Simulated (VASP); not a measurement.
# FeS2 (Pnnm) in VASP: notebook

Runs on FeS2. Level: PBEsol. Tasks: relaxation of the atoms, single point.

All numbers are computed with VASP 6.6.1; they aren't measurements. Logs are shortened: lines on timing, memory, paths and dates and some standing lists are left out, and cuts for length are marked.

### Step 1. The cell of the first run

Symmetry: Pnnm, No. 58, orthorhombic system. Conventional cell: a = 4.367 Å, b = 5.333 Å, c = 3.311 Å, α = 90.00°, β = 90.00°, γ = 90.00°. Within 2.9 Å of Fe (site symmetry 2/m) lie 6 S at 2.19 to 2.20 Å. S (site symmetry m) has 3 Fe at 2.19 to 2.20 Å and 2 S at 2.25 to 2.89 Å within 2.9 Å.

### Step 2. Relaxation of the atoms, PBEsol (strain along c alone, the other axes held: -1.0 %)

Contents of INCAR:

```
ALGO = Normal
EDIFF = 1E-7
EDIFFG = -0.008
ENCUT = 520
GGA = PS
GGA_COMPAT = F
IBRION = 2
ISIF = 2
ISMEAR = 0
KPAR = 4
LASPH = T
LCHARG = F
LREAL = F
LWAVE = F
NELM = 120
NELMIN = 4
NSW = 60
PREC = Accurate
SIGMA = 0.02
```

Contents of KPOINTS:

```
k-points
0
Gamma
  6 6 8
```

Contents of POSCAR:

```
FeS2
1.0
    4.3674117449      0.0000000000      0.0000000000
    0.0000000000      5.3331402397      0.0000000000
    0.0000000000      0.0000000000      3.3109760508
Fe S
2 4
Direct
    0.5000000000      0.5000000000      0.5000000000
    0.0000000000      0.0000000000      0.0000000000
    0.2928643982      0.8744129759      0.5000000000
    0.7071356018      0.1255870241      0.5000000000
    0.2071356018      0.3744129759      0.0000000000
    0.7928643982      0.6255870241      0.0000000000
```

Potentials or basis: VASP PAW PBE potentials, release 64 (Fe, S).

On the command line:

```
cat potpaw_PBE.64/Fe/POTCAR potpaw_PBE.64/S/POTCAR > POTCAR
mpirun -np 4 vasp_std > vasp.out
```

OUTCAR:

```text
EDIFF = 1E-7
   EDIFFG = -0.008
   ENCUT = 520
   GGA = PS
   IBRION = 2
   ISIF = 2
   ISMEAR = 0
   LASPH = T
   LREAL = F
   NELM = 120
   NELMIN = 4
   NSW = 60
   PREC = Accurate

 ion  position               nearest neighbor table
   1  0.500  0.500  0.500-   3 2.19   4 2.19   5 2.20   6 2.20   5 2.20   6 2.20
   2  0.000  0.000  0.000-   5 2.19   6 2.19   3 2.20   4 2.20   3 2.20   4 2.20
   3  0.293  0.874  0.500-   1 2.19   2 2.20   2 2.20   4 2.25
   4  0.707  0.126  0.500-   1 2.19   2 2.20   2 2.20   3 2.25
   5  0.207  0.374  0.000-   2 2.19   1 2.20   1 2.20   6 2.25
   6  0.793  0.626  0.000-   2 2.19   1 2.20   1 2.20   5 2.25

  LATTYP: Found a simple orthorhombic cell.
 ALAT       =     3.3109760508
 B/A-ratio  =     1.3190707749
 C/A-ratio  =     1.6107456405

  Lattice vectors:

 A1 = (   0.0000000000,   0.0000000000,   3.3109760508)
 A2 = (   4.3674117449,   0.0000000000,   0.0000000000)
 A3 = (   0.0000000000,   5.3331402397,   0.0000000000)

Analysis of symmetry for initial positions (statically):
=====================================================================
 Subroutine PRICEL returns:
 Original cell was already a primitive cell.

 Routine SETGRP: Setting up the symmetry group for a
 simple orthorhombic supercell.

 Subroutine GETGRP returns: Found  8 space group operations
 (whereof  4 operations were pure point group operations)
 out of a pool of  8 trial point group operations.

The static configuration has the point symmetry C_2h.
 The point group associated with its full space group is D_2h.

Analysis of symmetry for dynamics (positions and initial velocities):
=====================================================================
 Subroutine PRICEL returns:
 Original cell was already a primitive cell.

 Routine SETGRP: Setting up the symmetry group for a
 simple orthorhombic supercell.

 Subroutine GETGRP returns: Found  8 space group operations
 (whereof  4 operations were pure point group operations)
 out of a pool of  8 trial point group operations.

The dynamic configuration has the point symmetry C_2h.
 The point group associated with its full space group is D_2h.

 Subroutine INISYM returns: Found  8 space group operations
 (whereof  4 operations are pure point group operations),
 and found     1 'primitive' translations

----------------------------------------------------------------------------------------

                                     Primitive cell

  volume of cell :      77.1193

  direct lattice vectors                    reciprocal lattice vectors
     4.367411745  0.000000000  0.000000000     0.228968565  0.000000000  0.000000000
     0.000000000  5.333140240  0.000000000     0.000000000  0.187506789  0.000000000
     0.000000000  0.000000000  3.310976051     0.000000000  0.000000000  0.302025742

  length of vectors
     4.367411745  5.333140240  3.310976051     0.228968565  0.187506789  0.302025742

  position of ions in fractional coordinates (direct lattice)
     0.500000000  0.500000000  0.500000000
     0.000000000  0.000000000  0.000000000
     0.292864398  0.874412976  0.500000000
     0.707135602  0.125587024  0.500000000
     0.207135602  0.374412976  0.000000000
     0.792864398  0.625587024  0.000000000

  ion indices of the primitive-cell ions
   primitive index   ion index
                 1           1
                 2           2
                 3           3
                 4           4
                 5           5
                 6           6

----------------------------------------------------------------------------------------

 KPOINTS: k-points

Automatic generation of k-mesh.
 Grid dimensions read from file:
 generate k-points for:    6    6    8

 Generating k-lattice:

  Cartesian coordinates                     Fractional coordinates (reciprocal lattice)
     0.038161428  0.000000000  0.000000000     0.166666667  0.000000000  0.000000000
     0.000000000  0.031251131  0.000000000     0.000000000  0.166666667  0.000000000
     0.000000000  0.000000000  0.037753218     0.000000000  0.000000000  0.125000000

  Length of vectors
     0.038161428  0.031251131  0.037753218

  Shift w.r.t. Gamma in fractional coordinates (k-lattice)
     0.000000000  0.000000000  0.000000000

 Subroutine IBZKPT returns following result:
 ===========================================

 Found     80 irreducible k-points:

 Following reciprocal coordinates:
            Coordinates               Weight
  0.000000  0.000000  0.000000      1.000000
  0.166667  0.000000  0.000000      2.000000
  0.333333  0.000000  0.000000      2.000000
  0.500000  0.000000  0.000000      1.000000
  0.000000  0.166667  0.000000      2.000000
  0.166667  0.166667  0.000000      4.000000
[... 16 lines left out ...]
  0.333333  0.166667  0.125000      8.000000
  0.500000  0.166667  0.125000      4.000000
 [... further k-points ...]
   k-points           NKPTS =     80   k-points in BZ     NKDIM =     80   number of bands    NBANDS=     24
   number of dos      NEDOS =    301   number of ions     NIONS =      6
   total plane-waves  NPLWV =  35840
   dimension x,y,z NGX =    32 NGY =   40 NGZ =   28
   dimension x,y,z NGXF=    64 NGYF=   80 NGZF=   56
   ions per type =               2   4
   NGX,Y,Z   is equivalent  to a cutoff of  12.18, 12.47, 14.06 a.u.
   NGXF,Y,Z  is equivalent  to a cutoff of  24.36, 24.94, 28.12 a.u.
 SYSTEM =  unknown system
   PREC   = accura    normal or accurate (medium, high low for compatibility)
   ISTART =      0    job   : 0-new  1-cont  2-samecut
   ICHARG =      2    charge: 1-file 2-atom 10-const
   ISPIN  =      1    spin polarized calculation?
   LNONCOLLINEAR =      F non collinear calculations
   LSORBIT =      F    spin-orbit coupling
   LASPH  =      T    aspherical Exc in radial PAW
   ENCUT  =  520.0 eV  38.22 Ry    6.18 a.u.   8.12  9.92  6.16*2*pi/ulx,y,z
   NELM   =    120;   NELMIN=  4; NELMDL= -5     # of ELM steps
   EDIFF  = 0.1E-06   stopping-criterion for ELM
   LREAL  =      F    real-space projection
   EDIFFG = -.8E-02   stopping-criterion for IOM
   NSW    =     60    number of steps for IOM
   IBRION =      2    ionic relax: 0-MD 1-quasi-New 2-CG
   NFREE  =      1    steps in history (QN), initial steepest desc. (CG)
   ISIF   =      2    stress and relaxation
   ISYM   =      2    0-nonsym 1-usesym 2-fastsym
   POTIM  = 0.5000    time-step for ionic-motion
   TEBEG  =    0.0;   TEEND  =   0.0 temperature during run
   PSTRESS=    0.0 pullay stress
   NELECT =      40.0000    total number of electrons
   NUPDOWN=      -1.0000    fix difference up-down
   EMIN   =  10.00;   EMAX   =-10.00  energy-range for DOS
   EFERMI =   0.00;   METHOD = LEGACY
   ISMEAR =     0;   SIGMA  =   0.02  broadening in eV -4-tet -1-fermi 0-gaus
   EFERMI_NEDOS =   21; number of points for ismear=-14 and -15
   IALGO  =     38    algorithm
   IMIX   =      4    mixing-type and parameters
     AMIX     =   0.40;   BMIX     =  1.00
     AMIX_MAG =   1.60;   BMIX_MAG =  1.00
  volume/ion in A,a.u.               =      12.85        86.74
  Fermi-wavevector in a.u.,A,eV,Ry     =   1.315347  2.485646 23.539963  1.730138
  Thomas-Fermi vector in A             =   2.445536
   LORBIT       =      0    0 simple, 1 ext, 2 COOP (PROOUT), +10 PAW based schemes
   GGA     = PS    functional components
   LHFCALC =     F    Hartree Fock is set to
   AEXX    =    0.0000 exact exchange contribution
   IVDW    =     0    specifies the selected vdW correction
   LEPSILON=     F    determine dielectric tensor
   LRPA    =     F    only Hartree local field effects (RPA)
 conjugate gradient relaxation of ions
 non-spin polarized calculation
 Gauss-broadening in eV      SIGMA  =   0.02
  energy-cutoff  :      520.00
  volume of cell :       77.12
 maximum number of plane-waves:      2096
   NGX = 17   NGY = 19   NGZ = 13

--------------------------------------- Ionic step        1  -------------------------------------------

 number of electron      40.0000000 magnetization

 Free energy of the ion-electron system (eV)
  ---------------------------------------------------
  ext. energy  EPLUGINS =         0.00000000
  ---------------------------------------------------
  free energy    TOTEN  =       -39.55154416 eV

  energy without entropy =      -39.55154416  energy(sigma->0) =      -39.55154416

------------------------ aborting loop because EDIFF is reached ----------------------------------------

  FORCE on cell =-STRESS in cart. coord.  units (eV):
  Direction    XX          YY          ZZ          XY          YZ          ZX
  --------------------------------------------------------------------------------------
  -------------------------------------------------------------------------------------
  Total        0.8787465      0.4928165      2.1218110      0.0000000      0.0000000      0.0000000
  in kB       18.2562260     10.2384122     44.0812690      0.0000000      0.0000000      0.0000000
  external PRESSURE =      24.1919691 kB  Pullay stress =       0.0000000 kB
[... 105 lines left out ...]
  energy  without entropy=      -39.5534306710  energy(sigma->0) =      -39.55343067

--------------------------------------- Ionic step        4  -------------------------------------------

 number of electron      39.9999997 magnetization

 Free energy of the ion-electron system (eV)
  ---------------------------------------------------
  ext. energy  EPLUGINS =         0.00000000
  ---------------------------------------------------
  free energy    TOTEN  =       -39.55351189 eV

  energy without entropy =      -39.55351189  energy(sigma->0) =      -39.55351189

 E-fermi :   8.5048     XC(G=0): -12.1565

 val. band max:        8.3867500674   @ k =   0.1667   0.0000   0.2500
 cond. band min:       9.3199571762   @ k =   0.0000   0.5000   0.5000
 fundamental gap:      0.9332071088
 Fermi energy:         8.5047944713

 k-point     1 :       0.0000    0.0000    0.0000
  band No.  band energies     occupation
      1      -8.7766      2.00000
      2      -6.1619      2.00000
      3      -4.3445      2.00000
      4      -3.4686      2.00000
      5       0.3477      2.00000
      6       1.9519      2.00000
[... 637 lines left out ...]
     23      10.6840      0.00000
     24      10.6840      0.00000

 [... further k-points ...]

------------------------ aborting loop because EDIFF is reached ----------------------------------------

  FORCE on cell =-STRESS in cart. coord.  units (eV):
  Direction    XX          YY          ZZ          XY          YZ          ZX
  --------------------------------------------------------------------------------------
  -------------------------------------------------------------------------------------
  Total        0.8542161      0.5501772      1.8924573     -0.0000000      0.0000000      0.0000000
  in kB       17.7465997     11.4300987     39.3163775     -0.0000000      0.0000000      0.0000000
  external PRESSURE =      22.8310253 kB  Pullay stress =       0.0000000 kB
[... 21 lines left out ...]
  FREE ENERGIE OF THE ION-ELECTRON SYSTEM (eV)
  ---------------------------------------------------
  free  energy   TOTEN  =       -39.5535118868 eV

  energy  without entropy=      -39.5535118868  energy(sigma->0) =      -39.55351189

 reached required accuracy - stopping structural energy minimisation
```

It took 100 s on 4 MPI ranks of Intel Xeon Platinum 8259CL at 2.50GHz (Skylake/Cascade Lake), shared host; peak memory 0.26 GiB.

What came out:

* Free energy: -39.5535 eV
* Energy gained by relaxing: 0.3 meV/atom
* Ionic steps: 4
* Pressure after relaxing: 2.3 GPa
* Largest force after relaxing: 0.005 eV/Å
* Band gap on the k mesh: 0.93 eV (least direct gap 1.26 eV)

Forces in eV/Å, atoms in the order of the input:
```
Fe   0.000  0.000  0.000
Fe   0.000  0.000  0.000
S    0.000  0.005  0.000
S    0.000 -0.005  0.000
S    0.000  0.005  0.000
S    0.000 -0.005  0.000
```

The path:
```csv
step,energy change (eV),largest force (eV/Å),pressure (GPa)
1,0.0000,0.1218,2.42
2,-0.0018,0.0354,2.30
3,-0.0019,0.0258,2.27
4,-0.0020,0.0051,2.28
```

Final structure:
```
Fe S
1.0
     4.36741    0.00000    0.00000
     0.00000    5.33314    0.00000
     0.00000    0.00000    3.31098
Fe S
2 4
Cartesian
  2.1837 2.6666 1.6555
  0.0000 0.0000 0.0000
  1.2871 4.6648 1.6555
  3.0803 0.6684 1.6555
  0.8966 1.9982 0.0000
  3.4708 3.3349 0.0000
```

Levels at points of the mesh, in eV from the valence-band top:
```tsv
k point	band 18	band 19	band 20	band 21	band 22	band 23
(0.00, 0.00, 0.00)	-0.90	-0.86	-0.55	1.16	1.51	2.88
(0.50, 0.00, 0.00)	-0.79	-0.11	-0.11	1.94	1.94	1.95
(0.00, 0.50, 0.00)	-0.95	-0.37	-0.37	1.16	1.16	2.56
(0.50, 0.50, 0.00)	-1.30	-1.05	-1.05	1.50	1.50	2.12
(0.00, 0.00, 0.50)	-1.04	-0.46	-0.46	1.63	1.63	1.77
(0.50, 0.00, 0.50)	-0.88	-0.38	-0.38	1.59	1.59	2.00
(0.00, 0.50, 0.50)	-1.66	-0.43	-0.43	0.93	0.93	2.32
(0.50, 0.50, 0.50)	-0.71	-0.40	-0.40	1.62	1.62	2.21
```

Caveat: the cell differs from its parent crystal (strain along c alone, the other axes held: -1.0 %); the PAW data sets were made with another functional, which shifts forces and pressure a little. Spin polarisation is off, so any magnetic state and its effect on volume and gap are missing.

### Step 3. Single point, PBEsol (strain along c alone, the other axes held: -3.0 %, then relaxed in part)

Contents of INCAR:

```
SYSTEM = FeS2
PREC     = Accurate       ! precision mode
ENCUT    = 600            ! plane-wave cutoff, eV
EDIFF    = 1E-6           ! SCF threshold, eV
ISMEAR   = 0              ! smearing method
SIGMA    = 0.02           ! smearing width, eV
LREAL    = .False.        ! projectors in reciprocal space
LASPH    = .True.         ! aspherical terms in the spheres
NELM     = 120            ! most SCF steps
ALGO     = Normal         ! electronic algorithm
ISIF     = 2              ! what is computed and relaxed
LWAVE    = .False.        ! write WAVECAR
LCHARG   = .False.        ! write CHGCAR
GGA      = PS             ! functional
NBANDS   = 29             ! bands
GGA_COMPAT= .False.
```

Contents of KPOINTS:

```
regular mesh
0
Gamma
  6 6 8
  0 0 0
```

Contents of POSCAR:

```
FeS2
1.0
    4.3674117449      0.0000000000      0.0000000000
    0.0000000000      5.3331402397      0.0000000000
    0.0000000000      0.0000000000      3.2440876457
Fe S
2 4
Direct
    0.5000000000      0.5000000000      0.5000000000
    0.0000000000      0.0000000000      0.0000000000
    0.2962210656      0.8740793136      0.5000000000
    0.7037789344      0.1259206864      0.5000000000
    0.2037789344      0.3740793136      0.0000000000
    0.7962210656      0.6259206864      0.0000000000
```

Potentials or basis: VASP PAW PBE potentials, release 64 (Fe, S).

On the command line:

```
cat potpaw_PBE.64/Fe/POTCAR potpaw_PBE.64/S/POTCAR > POTCAR
mpirun -np 1 vasp_std > vasp.out
```

It took 2.5 min on 1 thread of AMD EPYC 9R45 (Zen 5), shared host; peak memory 0.29 GiB.

The run converged. Its results:

```yaml
Free_energy: -39.4794 eV
Pressure: 6.3 GPa
Largest_force: 0.059 eV/Å
Band_gap_on_the_k_mesh: 0.89 eV (least direct gap 1.25 eV)
```

Forces in eV/Å, atoms in the order of the input:
```
Fe   0.000  0.000  0.000
Fe   0.000  0.000  0.000
S    0.053  0.025  0.000
S   -0.053 -0.025  0.000
S   -0.053  0.025  0.000
S    0.053 -0.025  0.000
```

Stress tensor (GPa, compression positive):
```
 4.86  0.00  0.00
 0.00  2.42  0.00
 0.00  0.00 11.68
```

Levels at points of the mesh, in eV from the valence-band top:
```
           k point  band 16  band 17  band 18  band 19  band 20  band 21  band 22  band 23  band 24  band 25
(0.00, 0.00, 0.00)    -1.29    -1.25    -1.05    -0.95    -0.67     1.16     1.47     2.84     3.30     3.67
(0.50, 0.00, 0.00)    -1.43    -0.98    -0.98    -0.11    -0.11     1.93     1.93     1.93     1.93     2.92
(0.00, 0.50, 0.00)    -1.26    -1.14    -1.14    -0.42    -0.42     1.13     1.13     2.45     2.45     3.13
(0.50, 0.50, 0.00)    -1.49    -1.37    -1.37    -1.14    -1.14     1.43     1.43     2.11     2.11     3.34
(0.00, 0.00, 0.50)    -1.75    -1.20    -1.20    -0.47    -0.47     1.67     1.67     1.67     1.67     2.16
(0.50, 0.00, 0.50)    -1.34    -1.05    -1.05    -0.41    -0.41     1.57     1.57     1.93     1.93     3.88
(0.00, 0.50, 0.50)    -2.24    -1.84    -1.84    -0.45    -0.45     0.89     0.89     2.27     2.27     3.22
(0.50, 0.50, 0.50)    -1.74    -0.84    -0.84    -0.43    -0.43     1.50     1.50     2.15     2.15     2.80
```

Caveat: the cell differs from its parent crystal (strain along c alone, the other axes held: -3.0 %, then relaxed in part); the stress differs along the axes, from 2 to 12 GPa; the PAW data sets were made with another functional, which shifts forces and pressure a little.

(Continued in part 2 of 2.)
